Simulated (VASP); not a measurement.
# Ba (I4/mmm) in VASP: a series of runs

Runs on Ba. Level: PBE. Tasks: single point.

All numbers are computed with VASP 6.6.1; they aren't measurements. Logs are shortened: lines on timing, memory, paths and dates and some standing lists are left out, and cuts for length are marked.

### Step 1. The cell of the first run

It takes space group I4/mmm (No. 139, tetragonal). The conventional cell has a = 4.850 Å, b = 4.850 Å, c = 4.925 Å, α = 90.00°, β = 90.00°, γ = 90.00°. Within 5.5 Å of Ba (site symmetry 4/mmm) lie 14 Ba at 4.22 to 4.92 Å.

### Step 2. Single point, PBE (strain -0.030 along x and y, -0.015 along z)

File INCAR:

```
  ALGO = Fast
  EDIFF = 1E-6
  ENCUT = 520
  GGA = PE
  ISIF = 2
  ISMEAR = 0
  LASPH = True
  LCHARG = True
  LELF = True
  LREAL = False
  LVHAR = True
  LWAVE = False
  NBANDS = 11
  NELM = 60
  PREC = Accurate
  SIGMA = 0.15
```

File KPOINTS:

```
k-points
0
Gamma
  14 14 14
```

File POSCAR:

```
Ba
1.0
   -2.4250000000      2.4250000000      2.4625000000
    2.4250000000     -2.4250000000      2.4625000000
    2.4250000000      2.4250000000     -2.4625000000
Ba
1
Direct
    0.0000000000      0.0000000000      0.0000000000
```

Potentials or basis: VASP PAW PBE potentials, release 64 (Ba_sv).

The run is started by

```console
$ cat potpaw_PBE.64/Ba_sv/POTCAR > POTCAR
$ mpirun -np 1 vasp_std > vasp.out
```

OUTCAR:

```text
EDIFF = 1E-6
   ENCUT = 520
   GGA = PE
   ISIF = 2
   ISMEAR = 0
   LASPH = True
   LREAL = False
   NELM = 60
   PREC = Accurate

 ion  position               nearest neighbor table
   1  0.000  0.000  0.000-

  LATTYP: Found a body centered tetragonal cell.
 ALAT       =     4.8500000000
 C/A-ratio  =     1.0154639175

  Lattice vectors:

 A1 = (  -2.4250000000,   2.4250000000,   2.4625000000)
 A2 = (   2.4250000000,  -2.4250000000,   2.4625000000)
 A3 = (   2.4250000000,   2.4250000000,  -2.4625000000)

Analysis of symmetry for initial positions (statically):
=====================================================================
 Subroutine PRICEL returns:
 Original cell was already a primitive cell.

 Routine SETGRP: Setting up the symmetry group for a
 body centered tetragonal supercell.

 Subroutine GETGRP returns: Found 16 space group operations
 (whereof 16 operations were pure point group operations)
 out of a pool of 16 trial point group operations.

The static configuration has the point symmetry D_4h.

Analysis of symmetry for dynamics (positions and initial velocities):
=====================================================================
 Subroutine PRICEL returns:
 Original cell was already a primitive cell.

 Routine SETGRP: Setting up the symmetry group for a
 body centered tetragonal supercell.

 Subroutine GETGRP returns: Found 16 space group operations
 (whereof 16 operations were pure point group operations)
 out of a pool of 16 trial point group operations.

The dynamic configuration has the point symmetry D_4h.

 Subroutine INISYM returns: Found 16 space group operations
 (whereof 16 operations are pure point group operations),
 and found     1 'primitive' translations

----------------------------------------------------------------------------------------

                                     Primitive cell

  volume of cell :      57.9242

  direct lattice vectors                    reciprocal lattice vectors
    -2.425000000  2.425000000  2.462500000     0.000000000  0.206185567  0.203045685
     2.425000000 -2.425000000  2.462500000     0.206185567  0.000000000  0.203045685
     2.425000000  2.425000000 -2.462500000     0.206185567  0.206185567  0.000000000

  length of vectors
     4.221984871  4.221984871  4.221984871     0.289378711  0.289378711  0.291590425

  position of ions in fractional coordinates (direct lattice)
     0.000000000  0.000000000  0.000000000

  ion indices of the primitive-cell ions
   primitive index   ion index
                 1           1

----------------------------------------------------------------------------------------

 KPOINTS: k-points

Automatic generation of k-mesh.
 Grid dimensions read from file:
 generate k-points for:   14   14   14

 Generating k-lattice:

  Cartesian coordinates                     Fractional coordinates (reciprocal lattice)
     0.000000000  0.014727541  0.014503263     0.071428571  0.000000000  0.000000000
     0.014727541  0.000000000  0.014503263     0.000000000  0.071428571  0.000000000
     0.014727541  0.014727541  0.000000000     0.000000000  0.000000000  0.071428571

  Length of vectors
     0.020669908  0.020669908  0.020827888

  Shift w.r.t. Gamma in fractional coordinates (k-lattice)
     0.000000000  0.000000000  0.000000000

 Subroutine IBZKPT returns following result:
 ===========================================

 Found    244 irreducible k-points:

 Following reciprocal coordinates:
            Coordinates               Weight
  0.000000  0.000000  0.000000      1.000000
  0.071429 -0.000000  0.000000      8.000000
  0.142857 -0.000000  0.000000      8.000000
  0.214286  0.000000 -0.000000      8.000000
  0.285714 -0.000000  0.000000      8.000000
  0.357143 -0.000000  0.000000      8.000000
[... 16 lines left out ...]
  0.214286  0.142857  0.000000     16.000000
  0.285714  0.142857  0.000000     16.000000
 [... further k-points ...]
   k-points           NKPTS =    244   k-points in BZ     NKDIM =    244   number of bands    NBANDS=     11
   number of dos      NEDOS =    301   number of ions     NIONS =      1
   total plane-waves  NPLWV =  32768
   dimension x,y,z NGX =    32 NGY =   32 NGZ =   32
   dimension x,y,z NGXF=    64 NGYF=   64 NGZF=   64
   ions per type =               1
   NGX,Y,Z   is equivalent  to a cutoff of  12.60, 12.60, 12.60 a.u.
   NGXF,Y,Z  is equivalent  to a cutoff of  25.20, 25.20, 25.20 a.u.
 SYSTEM =  unknown system
   PREC   = accura    normal or accurate (medium, high low for compatibility)
   ISTART =      0    job   : 0-new  1-cont  2-samecut
   ICHARG =      2    charge: 1-file 2-atom 10-const
   ISPIN  =      1    spin polarized calculation?
   LNONCOLLINEAR =      F non collinear calculations
   LSORBIT =      F    spin-orbit coupling
   LASPH  =      T    aspherical Exc in radial PAW
   ENCUT  =  520.0 eV  38.22 Ry    6.18 a.u.   7.85  7.85  7.85*2*pi/ulx,y,z
   NELM   =     60;   NELMIN=  2; NELMDL= -5     # of ELM steps
   EDIFF  = 0.1E-05   stopping-criterion for ELM
   LREAL  =      F    real-space projection
[... 7 lines left out ...]
   TEBEG  =    0.0;   TEEND  =   0.0 temperature during run
   PSTRESS=    0.0 pullay stress
   NELECT =      10.0000    total number of electrons
   NUPDOWN=      -1.0000    fix difference up-down
   EMIN   =  10.00;   EMAX   =-10.00  energy-range for DOS
   EFERMI =   0.00;   METHOD = LEGACY
   ISMEAR =     0;   SIGMA  =   0.15  broadening in eV -4-tet -1-fermi 0-gaus
   EFERMI_NEDOS =   21; number of points for ismear=-14 and -15
   IALGO  =     68    algorithm
   IMIX   =      4    mixing-type and parameters
     AMIX     =   0.40;   BMIX     =  1.00
     AMIX_MAG =   1.60;   BMIX_MAG =  1.00
  volume/ion in A,a.u.               =      57.92       390.89
  Fermi-wavevector in a.u.,A,eV,Ry     =   0.911566  1.722611 11.305803  0.830953
  Thomas-Fermi vector in A             =   2.035861
   LORBIT       =      0    0 simple, 1 ext, 2 COOP (PROOUT), +10 PAW based schemes
   GGA     = PE    functional components
   LHFCALC =     F    Hartree Fock is set to
   AEXX    =    0.0000 exact exchange contribution
   IVDW    =     0    specifies the selected vdW correction
   LEPSILON=     F    determine dielectric tensor
   LRPA    =     F    only Hartree local field effects (RPA)
 non-spin polarized calculation
 RMM-DIIS sequential band-by-band and
 Gauss-broadening in eV      SIGMA  =   0.15
  energy-cutoff  :      520.00
  volume of cell :       57.92
 maximum number of plane-waves:      1584
   NGX = 15   NGY = 15   NGZ = 15

 number of electron      10.0000001 magnetization

 Free energy of the ion-electron system (eV)
  ---------------------------------------------------
  ext. energy  EPLUGINS =         0.00000000
  ---------------------------------------------------
  free energy    TOTEN  =        -1.89871668 eV

  energy without entropy =       -1.88534834  energy(sigma->0) =       -1.89203251

 E-fermi :   1.9282     XC(G=0):  -7.6819

 val. band max:        1.9249124071   @ k =  -0.3571  -0.3571   0.2143
 cond. band min:       1.9308846098   @ k =   0.5000   0.5000   0.2857
 fundamental gap:      0.0059722027
 Fermi energy:         1.9282463670

 k-point     1 :       0.0000    0.0000    0.0000
  band No.  band energies     occupation
      1     -26.8130      2.00000
      2     -11.7077      2.00000
      3     -11.7072      2.00000
      4     -11.7072      2.00000
      5      -0.8502      2.00000
      6       3.8276      0.00000
      7       3.8276      0.00000
      8       3.9270      0.00000
      9       5.3016      0.00000
     10       5.4491      0.00000
     11       9.0336      0.00000

 k-point     2 :       0.0714   -0.0000    0.0000
  band No.  band energies     occupation
      1     -26.8100      2.00000
      2     -11.7400      2.00000
      3     -11.7168      2.00000
      4     -11.7076      2.00000
      5      -0.7443      2.00000
      6       3.7796      0.00000
      7       3.7862      0.00000
      8       3.9950      0.00000
      9       5.1708      0.00000
     10       5.4152      0.00000
     11       9.2122      0.00000

 k-point     3 :       0.1429   -0.0000    0.0000
  band No.  band energies     occupation
      1     -26.8014      2.00000
      2     -11.8294      2.00000
      3     -11.7435      2.00000
      4     -11.7080      2.00000
      5      -0.4445      2.00000
      6       3.5670      0.00000
      7       3.6055      0.00000
      8       4.3044      0.00000
      9       4.9843      0.00000
     10       5.3900      0.00000
     11       9.5197      0.00000

 k-point     4 :       0.2143    0.0000   -0.0000
  band No.  band energies     occupation
      1     -26.7890      2.00000
      2     -11.9542      2.00000
      3     -11.7816      2.00000
      4     -11.7087      2.00000
      5      -0.0064      2.00000
      6       3.2909      0.00000
      7       3.2939      0.00000
      8       4.8188      0.00000
      9       5.0059      0.00000
     10       5.4105      0.00000
     11       9.6721      0.00000

 k-point     5 :       0.2857   -0.0000    0.0000
  band No.  band energies     occupation
      1     -26.7751      2.00000
      2     -12.0874      2.00000
      3     -11.8233      2.00000
      4     -11.7095      2.00000
      5       0.4645      2.00000
      6       3.0325      0.00000
      7       3.0407      0.00000
      8       5.1699      0.00000
      9       5.5048      0.00000
     10       5.5092      0.00000
     11       9.2698      0.00000

 k-point     6 :       0.3571   -0.0000    0.0000
  band No.  band energies     occupation
      1     -26.7626      2.00000
      2     -12.2030      2.00000
      3     -11.8602      2.00000
      4     -11.7102      2.00000
      5       0.8129      2.00000
      6       2.8247      0.00000
      7       3.0416      0.00000
      8       5.3271      0.00000
      9       5.6784      0.00000
     10       6.3302      0.00000
     11       8.6183      0.00000

 k-point     7 :       0.4286    0.0000   -0.0000
  band No.  band energies     occupation
      1     -26.7539      2.00000
      2     -12.2808      2.00000
      3     -11.8855      2.00000
      4     -11.7107      2.00000
      5       0.9581      2.00000
      6       2.6928      0.00000
      7       3.2812      0.00000
      8       5.3625      0.00000
      9       5.8834      0.00000
     10       7.1642      0.00000
     11       8.0683      0.00000

 k-point     8 :       0.5000    0.0000   -0.0000
  band No.  band energies     occupation
      1     -26.7508      2.00000
      2     -12.3081      2.00000
      3     -11.8945      2.00000
      4     -11.7109      2.00000
      5       0.9856      2.00000
      6       2.6477      0.00000
      7       3.4423      0.00000
      8       5.3301      0.00000
      9       5.9891      0.00000
     10       7.6080      0.00000
     11       7.8405      0.00000
[... 141 lines left out ...]
 k-point    19 :      -0.2143    0.0714    0.0000
  band No.  band energies     occupation
      1     -26.7936      2.00000
      2     -11.9063      2.00000
      3     -11.7595      2.00000
      4     -11.7197      2.00000
      5      -0.1632      2.00000
      6       3.3810      0.00000
      7       3.4093      0.00000
      8       4.6218      0.00000
      9       4.8849      0.00000
     10       5.4819      0.00000
     11       9.7164      0.00000

 k-point    20 :      -0.1429    0.0714   -0.0000
  band No.  band energies     occupation
      1     -26.8041      2.00000
      2     -11.8015      2.00000
      3     -11.7277      2.00000
      4     -11.7159      2.00000
      5      -0.5377      2.00000
      6       3.6107      0.00000
      7       3.6956      0.00000
      8       4.1858      0.00000
      9       5.0312      0.00000
     10       5.3845      0.00000
     11       9.3943      0.00000

 k-point    21 :      -0.0714    0.0714    0.0000
  band No.  band energies     occupation
      1     -26.8099      2.00000
      2     -11.7396      2.00000
      3     -11.7177      2.00000
      4     -11.7077      2.00000
      5      -0.7426      2.00000
      6       3.7353      0.00000
      7       3.8780      0.00000
      8       3.9361      0.00000
      9       5.2917      0.00000
     10       5.2973      0.00000
     11       9.2480      0.00000

 k-point    22 :       0.1429    0.1429    0.0000
  band No.  band energies     occupation
      1     -26.7826      2.00000
      2     -12.0039      2.00000
      3     -11.7907      2.00000
      4     -11.7336      2.00000
      5       0.2448      2.00000
      6       3.0731      0.00000
      7       3.2200      0.00000
      8       4.7928      0.00000
      9       5.1867      0.00000
     10       5.6847      0.00000
     11      10.0045      0.00000

 k-point    23 :       0.2143    0.1429    0.0000
  band No.  band energies     occupation
      1     -26.7701      2.00000
      2     -12.1052      2.00000
      3     -11.8398      2.00000
      4     -11.7414      2.00000
      5       0.7180      2.00000
      6       2.8004      0.00000
      7       3.0330      0.00000
      8       4.9095      0.00000
      9       5.7848      0.00000
     10       5.8976      0.00000
     11       9.3151      0.00000

 k-point    24 :       0.2857    0.1429    0.0000
  band No.  band energies     occupation
      1     -26.7587      2.00000
      2     -12.1915      2.00000
      3     -11.8893      2.00000
      4     -11.7455      2.00000
      5       1.1005      2.00000
      6       2.6866      0.00000
      7       2.9260      0.00000
      8       5.1096      0.00000
      9       5.8403      0.00000
     10       6.6687      0.00000
     11       8.8405      0.00000

 [... further k-points ...]
[... 5 lines left out ...]
  --------------------------------------------------------------------------------------
  -------------------------------------------------------------------------------------
  Total        0.3523639      0.3523639      0.3211159      0.0000000      0.0000000      0.0000000
  in kB        9.7463560      9.7463560      8.8820396      0.0000000      0.0000000      0.0000000
  external PRESSURE =       9.4582506 kB  Pullay stress =       0.0000000 kB

 VOLUME and BASIS-vectors are now :
 -----------------------------------------------------------------------------
  energy-cutoff  :      520.00
  volume of cell :       57.92
      direct lattice vectors                 reciprocal lattice vectors
    -2.425000000  2.425000000  2.462500000     0.000000000  0.206185567  0.203045685
     2.425000000 -2.425000000  2.462500000     0.206185567  0.000000000  0.203045685
     2.425000000  2.425000000 -2.462500000     0.206185567  0.206185567  0.000000000

 POSITION                                       TOTAL-FORCE (eV/Angst)
 -----------------------------------------------------------------------------------
      0.00000      0.00000      0.00000        -0.000000      0.000000      0.000000
 -----------------------------------------------------------------------------------
    total drift:                                0.000000      0.000000     -0.000000

  FREE ENERGIE OF THE ION-ELECTRON SYSTEM (eV)
  ---------------------------------------------------
  free  energy   TOTEN  =        -1.8987166796 eV

  energy  without entropy=       -1.8853483410  energy(sigma->0) =       -1.89203251
```

Run time: 45 s. Hardware: 1 thread of AMD EPYC 9R45 (Zen 5), shared host; peak memory 0.26 GiB.

What came out:

- Free energy: -1.8987 eV
- Pressure: 0.9 GPa
- Band gap on the k mesh: zero (bands 5 and 6 overlap by 1.16 eV)

Caveat: the cell differs from its parent crystal (strain -0.030 along x and y, -0.015 along z); spin-orbit coupling is left out, which moves the levels of the heavy elements.

### Step 3. Single point, PBE (strain -0.030 along x and y, +0.000 along z)

File INCAR:

```
SYSTEM = Ba
ALGO = Fast
EDIFF = 1E-6
ENCUT = 520
GGA = PE
ISIF = 2
ISMEAR = 0
LASPH = .TRUE.
LCHARG = .FALSE.
LREAL = .FALSE.
LWAVE = .FALSE.
NBANDS = 11
NELM = 100
PREC = Accurate
SIGMA = 0.15
```

File KPOINTS:

```
k-points
0
G
  14 14 14
  0 0 0
```

File POSCAR:

```
Ba
1.0
   -2.4250000000      2.4250000000      2.5000000000
    2.4250000000     -2.4250000000      2.5000000000
    2.4250000000      2.4250000000     -2.5000000000
Ba
1
Direct
    0.0000000000      0.0000000000      0.0000000000
```

Potentials or basis: VASP PAW PBE potentials, release 64 (Ba_sv).

The run is started by

```console
$ cat potpaw_PBE.64/Ba_sv/POTCAR > POTCAR
$ mpirun -np 1 vasp_std > vasp.out
```

It took 47 s on 1 thread of AMD EPYC 9R45 (Zen 5), shared host; peak memory 0.26 GiB.

It converged, with:

* Free energy: -1.9031 eV
* Pressure: 0.8 GPa
* Band gap on the k mesh: zero (bands 5 and 6 overlap by 1.12 eV)

Stress tensor (GPa, compression positive):
```
0.83 0.00 0.00
0.00 0.83 0.00
0.00 0.00 0.67
```

Levels at points of the mesh, in eV from the Fermi level:
| k point | band 1 | band 2 | band 3 | band 4 | band 5 | band 6 | band 7 | band 8 | band 9 | band 10 |
| --- | --- | --- | --- | --- | --- | --- | --- | --- | --- | --- |
| (0.00, 0.00, 0.00) | -28.77 | -13.67 | -13.67 | -13.67 | -2.77 | 1.85 | 1.85 | 2.05 | 3.26 | 3.55 |
| (0.50, 0.00, 0.00) | -28.71 | -14.25 | -13.85 | -13.67 | -0.94 | 0.76 | 1.44 | 3.29 | 4.01 | 5.58 |
| (0.50, 0.50, 0.00) | -28.71 | -14.24 | -13.86 | -13.69 | -0.92 | 0.56 | 1.55 | 3.59 | 4.12 | 5.63 |
| (0.50, 0.50, 0.50) | -28.67 | -14.09 | -14.05 | -14.05 | -0.67 | -0.61 | 4.49 | 4.83 | 4.84 | 5.04 |

Caveat: the cell differs from its parent crystal (strain -0.030 along x and y, +0.000 along z); spin-orbit coupling is left out, which moves the levels of the heavy elements.

(Continued in part 2 of 3.)
